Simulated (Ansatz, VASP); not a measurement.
## One calculation of Os, two programs

File INCAR:

```
PREC     = Accurate       # precision mode
ENCUT    = 520            # plane-wave cutoff, eV
EDIFF    = 1E-7           # SCF threshold, eV
ISMEAR   = 0              # smearing method
SIGMA    = 0.15           # smearing width, eV
LREAL    = False          # projectors in reciprocal space
LASPH    = True           # aspherical terms in the spheres
NELM     = 100            # most SCF steps
ALGO     = Fast           # electronic algorithm
ISIF     = 2              # what is computed and relaxed
LWAVE    = False          # write WAVECAR
LCHARG   = False          # write CHGCAR
GGA      = PS             # functional
NBANDS   = 10             # bands
```

KPOINTS

```
Automatic mesh
0
Gamma
  24 24 24
```

The input POSCAR:

```
Os
1.0
    0.0000000000      1.9716471469      1.8927812610
    1.9716471469      0.0000000000      1.8927812610
    1.9716471469      1.9716471469      0.0000000000
Os
1
Direct
    0.0000000000      0.0000000000      0.0000000000
```

Input for Ansatz:

```yaml
crystal:
  lattice:
    - [0.0, 1.9716471469, 1.892781261]
    - [1.9716471469, 0.0, 1.892781261]
    - [1.9716471469, 1.9716471469, 0.0]
  atoms:
    - { symbol: Os, position: [0.0, 0.0, 0.0] }
basis:
  ecutwfc: 420
kpoints:
  mp_grid: { grid: [24, 24, 24] }
hamiltonian:
  xc: pbesol
scf:
  occupations: { method: gaussian, width: 0.15 }
output:
  forces: true
  stress: true
  eigenvalues: true
```

Alike in both runs: task single point; functional PBEsol; k mesh 24 × 24 × 24; occupations gaussian, width 0.15 eV; no spin polarisation.

```csv
,VASP,Ansatz
version,VASP 6.6.1,Ansatz 0.2.0
potentials or method,"VASP PAW PBE potentials, release 64 (Os), cutoff 520 eV","scalar-relativistic, plane waves, PAW"
valence electrons in the cell,8,16
```

Ansatz gave:

```
gap on the k mesh at the Fermi level (eV)                     : none
pressure (GPa)                                                : -19.8
traceless stress, the component that is largest in VASP (GPa) : 8.33
```

Problem. What did VASP give for the same quantities?

Solution. gap on the k mesh at the Fermi level (eV): none; pressure (GPa): -19.8; traceless stress, the component that is largest in VASP (GPa): 8.28.

VASP's potentials were made for PBE, not for PBEsol. A gap of «none» marks a metal or a gap that the smearing closes. With one functional, cell and mesh, what is left measures potentials, basis and numerics. VASP's potentials hold 8 valence electrons a cell and Ansatz's 16, so a difference there can come from the potentials and not from the codes.

Neither program's run includes spin-orbit coupling.
